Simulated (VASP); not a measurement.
Crystal: TlH4.

```xyz
10
Lattice="0.0000 3.9557 3.9557 3.9557 0.0000 3.9557 3.9557 3.9557 0.0000" Properties=species:S:1:pos:R:3 pbc="T T T"
Tl    3.9557    3.9557    3.9557
Tl    5.9335    5.9335    5.9335
H     7.1001    7.1001    7.1001
H     4.7669    4.7669    7.1001
H     4.7669    7.1001    4.7669
H     7.1001    4.7669    4.7669
H     5.1223    5.1223    2.7891
H     2.7891    2.7891    2.7891
H     5.1223    2.7891    5.1223
H     2.7891    5.1223    5.1223
```

The cell was built from a structure type or drawn by symmetry, and may not be a known phase.

- Program: VASP 6.6.1
- Task: relaxation of cell and atoms
- Functional: PBE
- Potentials or basis: VASP PAW PBE potentials, release 64 (Tl_d, H)
- Cutoff: 600 eV
- k mesh: 4 × 4 × 4
- Occupations: gaussian, width 0.1 eV
- Spin: no spin polarisation

At the start: pressure -6.8 GPa; volume 12.38 Å³/atom.

Q: How do energy, volume and symmetry change on relaxing?

A: Over 7 steps the energy falls by 59.4 meV/atom and the volume is 11.04 Å³/atom (-10.8 %); space group Fd-3m (No. 227, to 0.1 Å) before and after.

Step by step:
```tsv
step	energy change (eV)	largest force (eV/Å)	pressure (GPa)	volume (Å³)
1	0.0000	0.6433	-6.80	123.79
2	-0.4377	0.3955	-3.75	114.62
3	-0.5754	0.0507	0.40	106.90
4	-0.5755	0.0683	0.17	107.23
5	-0.5777	0.0637	0.19	107.54
6	-0.5839	0.0493	0.28	108.49
7	-0.5936	0.0166	0.42	110.40
```

Final structure:
```xyz
10
Lattice="0.0000 3.8075 3.8075 3.8075 0.0000 3.8075 3.8075 3.8075 0.0000" Properties=species:S:1:pos:R:3 pbc="T T T"
Tl    3.8075    3.8075    3.8075
Tl    5.7113    5.7113    5.7113
H     6.7820    6.7820    6.7820
H     4.6406    4.6406    6.7820
H     4.6406    6.7820    4.6406
H     6.7820    4.6406    4.6406
H     4.8782    4.8782    2.7368
H     2.7368    2.7368    2.7368
H     4.8782    2.7368    4.8782
H     2.7368    4.8782    4.8782
```
